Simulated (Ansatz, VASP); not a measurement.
**Ga2O3 in VASP and in Ansatz**

```
Ga O
1.0
     1.40272    0.00000   -5.70769
     0.00000    3.08351    0.00000
    11.61323    0.00000    3.44760
Ga O
8 12
Direct
  0.95922 0.00000 0.83991
  0.65922 0.50000 0.33991
  0.44078 0.00000 0.66009
  0.14078 0.50000 0.16009
  0.18090 0.00000 0.40850
  0.48090 0.50000 0.90850
  0.61910 0.00000 0.09150
  0.91910 0.50000 0.59150
  0.68889 0.00000 0.91349
  0.38889 0.50000 0.41349
  0.71111 0.00000 0.58651
  0.41111 0.50000 0.08651
  0.23986 0.00000 0.92370
  0.93986 0.50000 0.42370
  0.16014 0.00000 0.57630
  0.86014 0.50000 0.07630
  0.14093 0.00000 0.24602
  0.44093 0.50000 0.74602
  0.65907 0.00000 0.25398
  0.95907 0.50000 0.75398
```

Alike in both runs: task single point; functional PBE; k mesh 5 × 9 × 3; occupations gaussian, width 0.05 eV; no spin polarisation.

|  | VASP | Ansatz |
| --- | --- | --- |
| version | VASP 6.6.1 | Ansatz 0.2.0 |
| potentials or method | VASP PAW PBE potentials, release 64 (Ga_d, O), cutoff 520 eV | scalar-relativistic, plane waves, PAW |
| valence electrons in the cell | 176 | 176 |

VASP gave:

| Item | Value |
| --- | --- |
| gap on the k mesh at the Fermi level (eV) | 1.38 |
| least direct gap on the mesh (eV) | 1.63 |
| pressure (GPa) | 0.8 |
| traceless stress, the component that is largest in VASP (GPa) | -3.42 |
| rms of the force components (eV/Å) | 0.807 |

**Question.** Which values does Ansatz return?

**Answer.** gap on the k mesh at the Fermi level (eV): 1.41; least direct gap on the mesh (eV): 1.66; pressure (GPa): 0.2; traceless stress, the component that is largest in VASP (GPa): -3.38; rms of the force components (eV/Å): 0.807.

Atom by atom the forces differ by 0.012 eV/Å (rms over components). With one functional, cell and mesh, what is left measures potentials, basis and numerics.
